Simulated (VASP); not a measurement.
# V (Im-3m) in VASP: further runs

Runs on V. Level: PBE. Tasks: single point.

Program: VASP 6.6.1. These are calculated values, not measurements. Logs are shortened: lines on timing, memory, paths and dates and some standing lists are left out, and cuts for length are marked.

### 1 The cell of the first run

The structure is cubic, space group Im-3m (No. 229). The conventional cell has a = 3.029 Å, b = 3.029 Å, c = 3.029 Å, α = 90.00°, β = 90.00°, γ = 90.00°. V (site symmetry m-3m) has 14 V at 2.62 to 3.03 Å within 3.5 Å.

### 2 Single point, PBE, collinear spin, antiferromagnetic start

Input file INCAR:

```
  ALGO = Normal
  EDIFF = 1E-6
  ENCUT = 500
  GGA = PE
  GGA_COMPAT = False
  ISIF = 2
  ISMEAR = -1
  ISPIN = 2
  LASPH = True
  LCHARG = True
  LELF = True
  LMAXMIX = 4
  LORBIT = 11
  LREAL = False
  LVHAR = True
  LWAVE = False
  MAGMOM = 1.2 -1.2
  NBANDS = 24
  NELM = 200
  PREC = Accurate
  SIGMA = 0.1
```

Input file KPOINTS:

```
k-points
0
Gamma
  13 13 13
```

Input file POSCAR:

```
V
1.0
   -3.0287000000      3.0287000000      3.0287000000
    1.5143500000     -1.5143500000      1.5143500000
    1.5143500000      1.5143500000     -1.5143500000
V
2
Direct
    0.0000000000      0.0000000000      0.0000000000
    0.5000000000      0.0000000000      0.0000000000
```

Potentials or basis: VASP PAW PBE potentials, release 64 (V_sv).

On the command line:

```console
> cat potpaw_PBE.64/V_sv/POTCAR > POTCAR
> mpirun -np 1 vasp_std > vasp.out
```

OUTCAR:

```text
EDIFF = 1E-6
   ENCUT = 500
   GGA = PE
   ISIF = 2
   ISMEAR = -1
   ISPIN = 2
   LASPH = True
   LORBIT = 11
   LREAL = False
   NELM = 200
   PREC = Accurate

 ion  position               nearest neighbor table
   1  0.000  0.000  0.000-   2 2.62   2 2.62   2 2.62   2 2.62
   2  0.500  0.000  0.000-   1 2.62   1 2.62   1 2.62   1 2.62

  LATTYP: Found a base centered orthorhombic cell.
 ALAT       =     3.0287000000
 B/A-ratio  =     1.4142135624
 C/A-ratio  =     1.4142135624

  Lattice vectors:

 A1 = (   1.5143500000,  -1.5143500000,   1.5143500000)
 A2 = (   1.5143500000,   1.5143500000,  -1.5143500000)
 A3 = (   0.0000000000,   3.0287000000,   3.0287000000)

Analysis of symmetry for initial positions (statically):
=====================================================================
 Subroutine PRICEL returns following result:

  LATTYP: Found a body centered cubic cell.
 ALAT       =     3.0287000000
[... 12 lines left out ...]
 Subroutine GETGRP returns: Found  8 space group operations
 (whereof  8 operations were pure point group operations)
 out of a pool of  8 trial point group operations.

The static configuration has the point symmetry D_2h.

Analysis of symmetry for dynamics (positions and initial velocities):
=====================================================================
 Subroutine PRICEL returns following result:

  LATTYP: Found a body centered cubic cell.
 ALAT       =     3.0287000000
[... 12 lines left out ...]
 Subroutine GETGRP returns: Found  8 space group operations
 (whereof  8 operations were pure point group operations)
 out of a pool of  8 trial point group operations.

The dynamic configuration has the point symmetry D_2h.

Analysis of structural, dynamic, and magnetic symmetry:
=====================================================================
 Subroutine PRICEL returns following result:

  LATTYP: Found a body centered cubic cell.
 ALAT       =     3.0287000000
[... 12 lines left out ...]
 Subroutine GETGRP returns: Found  8 space group operations
 (whereof  8 operations were pure point group operations)
 out of a pool of  8 trial point group operations.

The overall configuration has the point symmetry D_2h.

 Subroutine INISYM returns: Found  8 space group operations
 (whereof  8 operations are pure point group operations),
 and found     2 'primitive' translations

----------------------------------------------------------------------------------------

                                     Primitive cell
[... 104 lines left out ...]
   ISMEAR =    -1;   SIGMA  =   0.10  broadening in eV -4-tet -1-fermi 0-gaus
   EFERMI_NEDOS =   21; number of points for ismear=-14 and -15
   IALGO  =     38    algorithm
   IMIX   =      4    mixing-type and parameters
     AMIX     =   0.40;   BMIX     =  1.00
     AMIX_MAG =   1.60;   BMIX_MAG =  1.00
  volume/ion in A,a.u.               =      13.89        93.74
  Fermi-wavevector in a.u.,A,eV,Ry     =   1.601313  3.026044 34.888125  2.564205
  Thomas-Fermi vector in A             =   2.698311
   LORBIT       =     11    0 simple, 1 ext, 2 COOP (PROOUT), +10 PAW based schemes
   GGA     = PE    functional components
   LHFCALC =     F    Hartree Fock is set to
   AEXX    =    0.0000 exact exchange contribution
   IVDW    =     0    specifies the selected vdW correction
   LEPSILON=     F    determine dielectric tensor
   LRPA    =     F    only Hartree local field effects (RPA)
 spin polarized calculation
  energy-cutoff  :      500.00
  volume of cell :       27.78
 maximum number of plane-waves:       724
   NGX = 19   NGY =  9   NGZ =  9

 number of electron      25.9999993 magnetization      -0.0000000

 number of electron      25.9999993 magnetization       0.0000000

 Free energy of the ion-electron system (eV)
  ---------------------------------------------------
  ext. energy  EPLUGINS =         0.00000000
  ---------------------------------------------------
  free energy    TOTEN  =       -18.03002937 eV

  energy without entropy =      -17.91144814  energy(sigma->0) =      -17.97073875

 E-fermi :   9.3462     XC(G=0): -12.7381

 val. band max:        9.3445277070   @ k =   0.3846  -0.1538   0.1538
 cond. band min:       9.3474662687   @ k =   0.0769   0.3077   0.0000
 fundamental gap:      0.0029385617
 Fermi energy:         9.3461878447

 spin component 1

 k-point     1 :       0.0000    0.0000    0.0000
  band No.  band energies     occupation
      1     -54.4236      1.00000
      2     -54.2486      1.00000
      3     -28.5880      1.00000
      4     -28.0285      1.00000
      5     -27.7768      1.00000
      6     -27.7732      1.00000
[... 637 lines left out ...]
     23      24.4987      0.00000
     24      26.8695      0.00000

 [... further k-points ...]

 spin component 2

 k-point     1 :       0.0000    0.0000    0.0000
  band No.  band energies     occupation
      1     -54.4236      1.00000
      2     -54.2486      1.00000
      3     -28.5880      1.00000
      4     -28.0285      1.00000
      5     -27.7768      1.00000
      6     -27.7732      1.00000
[... 637 lines left out ...]
     23      24.4987      0.00000
     24      26.8695      0.00000

 [... further k-points ...]
[... 5 lines left out ...]
  --------------------------------------------------------------------------------------
  -------------------------------------------------------------------------------------
  Total       -0.8664105     -0.8671042     -0.8671042     -0.0000000     -0.0091872      0.0000000
  in kB      -49.9649547    -50.0049638    -50.0049638     -0.0000000     -0.5298177      0.0000000
  external PRESSURE =     -49.9916274 kB  Pullay stress =       0.0000000 kB

 VOLUME and BASIS-vectors are now :
 -----------------------------------------------------------------------------
  energy-cutoff  :      500.00
  volume of cell :       27.78
      direct lattice vectors                 reciprocal lattice vectors
    -3.028700000  3.028700000  3.028700000     0.000000000  0.165087331  0.165087331
     1.514350000 -1.514350000  1.514350000     0.330174662  0.000000000  0.330174662
     1.514350000  1.514350000 -1.514350000     0.330174662  0.330174662  0.000000000

 POSITION                                       TOTAL-FORCE (eV/Angst)
 -----------------------------------------------------------------------------------
      0.00000      0.00000      0.00000         0.000000     -0.000000      0.000000
     -1.51435      1.51435      1.51435         0.000000      0.000000     -0.000000
 -----------------------------------------------------------------------------------
    total drift:                               -0.000000     -0.000000      0.000000

  FREE ENERGIE OF THE ION-ELECTRON SYSTEM (eV)
  ---------------------------------------------------
  free  energy   TOTEN  =       -18.0300293693 eV

  energy  without entropy=      -17.9114481398  energy(sigma->0) =      -17.97073875

 total charge

# of ion       s       p       d       tot
------------------------------------------
    1        2.333   6.212   3.055  11.600
    2        2.333   6.212   3.055  11.600
--------------------------------------------------
tot          4.665  12.424   6.110  23.200

 magnetization (x)

# of ion       s       p       d       tot
------------------------------------------
    1       -0.000   0.000   0.000   0.000
    2        0.000  -0.000  -0.000  -0.000
--------------------------------------------------
tot          0.000   0.000   0.000   0.000
```

OSZICAR:

```text
N       E                     dE             d eps       ncg     rms          rms(c)
DAV:   1     0.283600191133E+03    0.28360E+03   -0.14178E+04 32984   0.122E+03
DAV:   2    -0.130587604214E+02   -0.29666E+03   -0.28738E+03 33872   0.403E+02
DAV:   3    -0.205331023077E+02   -0.74743E+01   -0.74499E+01 37848   0.755E+01
DAV:   4    -0.205811503894E+02   -0.48048E-01   -0.48047E-01 36256   0.641E+00
DAV:   5    -0.205818272801E+02   -0.67689E-03   -0.67689E-03 37960   0.702E-01    0.253E+01
DAV:   6    -0.179745810144E+02    0.26072E+01   -0.67761E+00 33664   0.301E+01    0.321E+00
DAV:   7    -0.180258678061E+02   -0.51287E-01   -0.31116E-01 34976   0.474E+00    0.281E+00
DAV:   8    -0.180282305683E+02   -0.23628E-02   -0.16608E-02 37552   0.128E+00    0.113E+00
DAV:   9    -0.180266693054E+02    0.15613E-02   -0.42165E-02 36704   0.128E+00    0.399E-01
DAV:  10    -0.180291742115E+02   -0.25049E-02   -0.22725E-02 35480   0.644E-01    0.174E-01
DAV:  11    -0.180297008875E+02   -0.52668E-03   -0.27839E-03 42200   0.280E-01    0.107E-01
DAV:  12    -0.180299734718E+02   -0.27258E-03   -0.33259E-03 47216   0.264E-01    0.374E-02
DAV:  13    -0.180300153713E+02   -0.41900E-04   -0.33516E-04 39200   0.912E-02    0.203E-02
DAV:  14    -0.180300257249E+02   -0.10354E-04   -0.93016E-05 37752   0.422E-02    0.818E-03
DAV:  15    -0.180300291468E+02   -0.34219E-05   -0.32753E-05 31944   0.264E-02    0.207E-03
DAV:  16    -0.180300293693E+02   -0.22247E-06   -0.14776E-06 18232   0.944E-03
   1 F= -.18030029E+02 E0= -.17970739E+02  d E =-.118581E+00  mag=    -0.0000
```

stdout:

```text
POSCAR found type information on POSCAR V
 POSCAR found :  1 types and       2 ions
 scaLAPACK will be used
 LDA part: xc-table for (Slater+PW92), standard interpolation
 POSCAR, INCAR and KPOINTS ok, starting setup
 FFT: planning ... GRIDC
 FFT: planning ... GRID_SOFT
 FFT: planning ... GRID
 WAVECAR not read
 entering main loop
```

It took 5.2 min on 1 thread of Intel Xeon 6975P-C, shared host; peak memory 0.38 GiB.

What came out:

| Quantity | Value |
| --- | --- |
| Free energy | -18.0300 eV |
| Pressure | -5.0 GPa |
| Band gap on the k mesh | zero (filled and empty bands overlap) |
| Net moment | 0.00 μB per cell |
| Valence electrons inside the program's atomic spheres | V 11.60 |

### 3 Single point, PBE, collinear spin, ferromagnetic start

Input file INCAR:

```
PREC = Accurate ; ENCUT = 500
EDIFF = 1E-6 ; ISMEAR = -1
SIGMA = 0.1 ; LREAL = F
LASPH = T ; NELM = 200
ALGO = Normal ; ISIF = 2
LWAVE = F ; LCHARG = F
ISPIN = 2 ; MAGMOM = 1.2 1.2
LORBIT = 11 ; LMAXMIX = 4
GGA = PE ; NBANDS = 24
GGA_COMPAT = F
```

Input file KPOINTS:

```
Automatic mesh
0
Gamma
  13 13 13
```

POSCAR is that of step 2.

Potentials or basis: VASP PAW PBE potentials, release 64 (V_sv).

On the command line:

```console
> cat potpaw_PBE.64/V_sv/POTCAR > POTCAR
> mpirun -np 1 vasp_std > vasp.out
```

Run time: 2.9 min. Hardware: 1 thread of Intel Xeon Platinum 8559C (Emerald Rapids), shared host; peak memory 0.37 GiB.

The run converged. Its results:

- Free energy: -18.0300 eV
- Pressure: -5.0 GPa
- Band gap on the k mesh: zero (filled and empty bands overlap)
- Net moment: 0.00 μB per cell
- Valence electrons inside the program's atomic spheres: V 11.60

Stress tensor (GPa, compression positive):
```
-4.98  0.00  0.00
 0.00 -4.99 -0.06
 0.00 -0.06 -4.99
```

Levels at points of the mesh, in eV from the Fermi level:
Spin up:
| k point | band 10 | band 11 | band 12 | band 13 | band 14 | band 15 | band 16 | band 17 |
| --- | --- | --- | --- | --- | --- | --- | --- | --- |
| (0.00, 0.00, 0.00) | -3.09 | -1.08 | 0.39 | 0.39 | 0.39 | 1.52 | 2.32 | 2.32 |
Spin down:
| k point | band 9 | band 10 | band 11 | band 12 | band 13 | band 14 | band 15 | band 16 | band 17 | band 18 |
| --- | --- | --- | --- | --- | --- | --- | --- | --- | --- | --- |
| (0.00, 0.00, 0.00) | -6.54 | -3.09 | -1.08 | 0.39 | 0.39 | 0.39 | 1.52 | 2.32 | 2.32 | 2.32 |
